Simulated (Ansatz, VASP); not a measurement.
## Two plane-wave programs on Ge

```
CELL_PARAMETERS angstrom
-1.68221 1.68221 1.68221
1.68221 -1.68221 1.68221
1.68221 1.68221 -1.68221
ATOMIC_POSITIONS crystal
Ge 0.00000 0.00000 0.00000
```

Alike in both runs: task single point; functional RPBE; k mesh 15 × 15 × 15; occupations fermi-dirac, width 0.1 eV; no spin polarisation.

|  | VASP | Ansatz |
| --- | --- | --- |
| version | VASP 6.6.1 | Ansatz 0.2.0 |
| potentials or method | VASP PAW PBE potentials, release 64 (Ge_d), cutoff 520 eV | plane waves (420 eV) with PAW, scalar-relativistic |
| valence electrons in the cell | 14 | 14 |

```csv
,VASP,Ansatz,Ansatz less VASP
pressure (GPa),2.1,2.1,-0.01
```

VASP's potentials were made for PBE, not for RPBE.
